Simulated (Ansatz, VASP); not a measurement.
Cd: VASP beside Ansatz

Contents of INCAR:

```
SYSTEM = Cd
ALGO     = Fast           ! electronic algorithm
EDIFF    = 1E-6           ! SCF threshold, eV
EDIFFG   = -0.001         ! ionic threshold
ENCUT    = 600            ! plane-wave cutoff, eV
GGA      = PE             ! functional
IBRION   = 2              ! ionic algorithm
ISIF     = 3              ! what is computed and relaxed
ISMEAR   = -1             ! smearing method
LASPH    = .TRUE.         ! aspherical terms in the spheres
LCHARG   = .FALSE.        ! write CHGCAR
LREAL    = .FALSE.        ! projectors in reciprocal space
LWAVE    = .FALSE.        ! write WAVECAR
NELM     = 100            ! most SCF steps
NSW      = 80             ! ionic steps
PREC     = Accurate       ! precision mode
SIGMA    = 0.15           ! smearing width, eV
```

The input KPOINTS:

```
k-points
0
G
  18 18 8
  0 0 0
```

The input POSCAR:

```
Cd
1.0
    3.0148512740      0.0000000000      0.0000000000
   -1.5074256370      2.6109377919      0.0000000000
    0.0000000000      0.0000000000      5.8276344025
Cd
2
Direct
    0.3333333333      0.6666666667      0.2500000000
    0.6666666667      0.3333333333      0.7500000000
```

Input for Ansatz:

```yaml
crystal:
  lattice:
    - [3.014851274, 0.0, 0.0]
    - [-1.507425637, 2.6109377919, 0.0]
    - [0.0, 0.0, 5.8276344025]
  atoms:
    - { symbol: Cd, position: [0.3333333333, 0.6666666667, 0.25] }
    - { symbol: Cd, position: [0.6666666667, 0.3333333333, 0.75] }
basis:
  ecutwfc: 420
kpoints:
  mp_grid: { grid: [18, 18, 8] }
hamiltonian:
  xc: pbe
scf:
  occupations: { method: fermi_dirac, width: 0.15 }
output:
  forces: true
  stress: true
  eigenvalues: true
  write_density: true
  write_potential: true
  elf: true
  volumetric_format: npy
relax:
  adjacent_minimum: "off"
  f_tol: 0.001
  max_steps: 60
  cell: { stress_tol: 0.01 }
```

Alike in both runs: task relaxation of cell and atoms; functional PBE; k mesh 18 × 18 × 8; occupations fermi-dirac, width 0.15 eV; no spin polarisation.

```csv
,VASP,Ansatz
version,VASP 6.6.1,Ansatz 0.2.0
potentials or method,"VASP PAW PBE potentials, release 64 (Cd), cutoff 600 eV","scalar-relativistic, plane waves, PAW"
valence electrons in the cell,24,40
```

|  | VASP | Ansatz | Ansatz less VASP |
| --- | --- | --- | --- |
| gap on the k mesh at the Fermi level, each at its own relaxed structure (eV) | none | none | - |
| relaxed volume (Å³/atom) | 22.95 | 22.90 | -0.054 |
| relaxed length of the cell vector where the two differ most in proportion (Å) | 5.711 | 5.733 | +0.0223 |

A gap of «none» marks a metal or a gap that the smearing closes. VASP's potentials hold 24 valence electrons a cell and Ansatz's 40, so a difference there can come from the potentials and not from the codes.
